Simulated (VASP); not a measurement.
**Na4TeC: single point with PBE**

The system is Na4TeC.

```
Na Te C
1.0
     4.72945    0.00000    0.00000
     0.00000    4.72945    0.00000
     0.00000    0.00000    7.06253
Na Te C
4 1 1
Direct
  0.50000 0.00000 0.22003
  0.00000 0.50000 0.77997
  0.50000 0.00000 0.77997
  0.00000 0.50000 0.22003
  0.50000 0.50000 0.50000
  0.00000 0.00000 0.00000
```

| Item | Value |
| --- | --- |
| Program | VASP 6.6.1 |
| Task | single point |
| Functional | PBE |
| Potentials or basis | VASP PAW PBE potentials, release 64 (Na_pv, Te, C) |
| Cutoff | 520 eV |
| k mesh | 8 × 8 × 6 |
| Occupations | gaussian, width 0.1 eV |
| Spin | no spin polarisation |

* Pressure: 0.0 GPa
* Band gap on the k mesh: zero (band 19 reaches 1.30 eV, above the bottom of band 20 at 0.94 eV)

Levels at points of the mesh, in eV from the Fermi level:
```csv
k point,band 16,band 17,band 18,band 19,band 20,band 21,band 22,band 23
"(0.00, 0.00, 0.00)",-0.80,-0.80,0.14,0.21,0.21,1.20,2.79,4.53
"(0.50, 0.00, 0.00)",-1.76,-1.11,-0.56,-0.27,0.25,3.49,4.23,4.59
"(0.50, 0.50, 0.00)",-2.08,-1.48,-0.44,-0.44,0.00,2.29,2.71,4.26
"(0.00, 0.00, 0.50)",-0.74,-0.74,-0.54,0.12,0.12,2.66,3.27,4.79
"(0.50, 0.00, 0.50)",-2.26,-0.55,-0.34,0.12,0.25,2.92,3.80,4.57
"(0.50, 0.50, 0.50)",-1.93,-1.63,-0.74,-0.74,-0.15,3.46,3.48,4.83
```

Wall time 5.2 min on 1 thread of Oxide Virtual Turin-like Processor, with other jobs on the host, peak memory 0.36 GiB.

Caveat: spin-orbit coupling is left out, which moves the levels of the heavy elements.
